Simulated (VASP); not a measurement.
Runs of VASP 6.6.1 on Mn. The structure is that of space group Im-3m (No. 229), or close to it. The cells are those of the table. 

| task | cell | k mesh | gap on the mesh (eV) | pressure (GPa) | moment (μB) |
| --- | --- | --- | --- | --- | --- |
| single point | a = 2.332 Å, angles 109.5°, 1 atom | 18 × 18 × 18 | none | 40.1 | 0.45 |
| single point | a = 2.434 Å, angles 109.5°, 1 atom | 18 × 18 × 18 | none | (a) | 0.91 |
| single point | a = 2.497 Å, angles 109.5°, 1 atom | 18 × 18 × 18 | none | (c) | 1.08 |
| single point | a = 2.466 Å, angles 109.5°, 1 atom | 18 × 18 × 18 | none | -7.7 | 1.01 |
| single point | a = 2.367 Å, angles 109.5°, 1 atom | 18 × 18 × 18 | none | 23.6 | (b) |
| single point | a = 2.434 Å, angles 109.5°, 1 atom | 15 × 15 × 15 | none | -0.8 | 0.85 |
| single point | a = 2.434 Å, angles 109.5°, 1 atom | 26 × 26 × 26 | none | 0.6 | 0.91 |
| relaxation of cell and atoms | relaxed from a = 2.481 Å, angles 109.5°, 1 atom | 15 × 15 × 15 | none | 0.0 | 0.85 |

Alike in all rows: level revPBE; potentials or basis VASP PAW PBE potentials, release 64 (Mn_pv); spin collinear, ferromagnetic start; cutoff (eV) 500; smearing fermi-dirac 0.05 eV.

**Question.** Estimate the missing entries.

**Answer.** (a) 0.4; (b) 0.62; (c) -14.4.

Caveats: the PAW data sets were made with another functional, which shifts forces and pressure a little.

A gap of «none» marks levels without a gap at the run's occupations.
